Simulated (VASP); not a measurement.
Runs of VASP 6.6.1 on Ta. The structure is that of space group Fm-3m (No. 225), or close to it. The cells are those of the table. 

| task | cell | k mesh | cutoff (eV) | gap on the mesh (eV) | pressure (GPa) |
| --- | --- | --- | --- | --- | --- |
| single point | a = 2.999 Å, angles 60.0°, 1 atom | 14 × 14 × 14 | 520 | none | 0.1 |
| single point | a = 2.958 Å, angles 60.0°, 1 atom | 14 × 14 × 14 | 520 | none | (a) |
| single point | a = 2.873 Å, angles 60.0°, 1 atom | 14 × 14 × 14 | 520 | none | 30.1 |
| relaxation of cell and atoms | relaxed from a = 2.945 Å, angles 60.0°, 1 atom | 13 × 13 × 13 | 600 | none | 0.0 |
| single point | a = 2.999 Å, angles 60.0°, 1 atom | 13 × 13 × 13 | 520 | none | 0.0 |
| single point | a = 3.076 Å, angles 60.0°, 1 atom | 14 × 14 × 14 | 520 | none | (b) |
| single point | a = 3.114 Å, angles 60.0°, 1 atom | 14 × 14 × 14 | 520 | none | -16.9 |
| single point | a = 2.916 Å, angles 60.0°, 1 atom | 14 × 14 × 14 | 520 | none | 18.2 |

Alike in all rows: level revPBE; potentials or basis VASP PAW PBE potentials, release 64 (Ta_pv); no spin polarisation; smearing fermi-dirac 0.1 eV.

Q: Estimate the missing entries.

A: (a) 8.3; (b) -12.3.

Caveats: the PAW data sets were made with another functional, which shifts forces and pressure a little; spin-orbit coupling is left out, which moves the levels of the heavy elements.

A k mesh can miss the band edges, and the runs leave out spin-orbit coupling on Ta.

A gap of «none» marks levels without a gap at the run's occupations.
